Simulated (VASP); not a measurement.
A run of VASP 6.6.1 is set up as follows.

The input INCAR:

```
SYSTEM = Ga3S2
PREC = Accurate ; ENCUT = 600
EDIFF = 1E-7 ; ISMEAR = 0
SIGMA = 0.2 ; LREAL = .False.
LASPH = .True. ; NELM = 60
ALGO = Normal ; ISIF = 3
LWAVE = .False. ; LCHARG = .False.
GGA = PE ; IBRION = 2
NSW = 36 ; EDIFFG = -0.08
```

The input KPOINTS:

```
Automatic mesh
0
Gamma
  5 5 5
  0 0 0
```

File POSCAR:

```
Ga3S2
1.0
    1.8396097900      1.0620992100      8.4767984000
   -1.8396097900      1.0620992100      8.4767984000
    0.0000000000     -2.1241984200      8.4767984000
Ga S
3 2
Direct
    0.0000000000      0.0000000000      0.0000000000
    0.2117000100      0.2117000100      0.2117000100
    0.7882999900      0.7882999900      0.7882999900
    0.4007999900      0.4007999900      0.4007999900
    0.5992000100      0.5992000100      0.5992000100
```

Potentials or basis: VASP PAW PBE potentials, release 64 (Ga_d, S).

Run with:

```bash
$ cat potpaw_PBE.64/Ga_d/POTCAR potpaw_PBE.64/S/POTCAR > POTCAR
$ mpirun -np 1 vasp_std > vasp.out
```

Problem. Estimate the relaxed cell.

Solution. a = 8.352 Å, b = 8.352 Å, c = 8.352 Å, α = 25.99°, β = 25.99°, γ = 25.99°.

Problem. Estimate the relaxed volume.

Solution. 19.70 Å³/atom.

Forces in eV/Å, atoms in the order of the input:
```
Ga   0.000  0.000  0.000
Ga   0.000  0.000 -0.026
Ga   0.000  0.000  0.026
S    0.000  0.000  0.014
S    0.000  0.000 -0.014
```

Caveat: the k points lie up to 0.39 Å⁻¹ apart in the final cell, too coarse for converged energies and pressures of a metal.
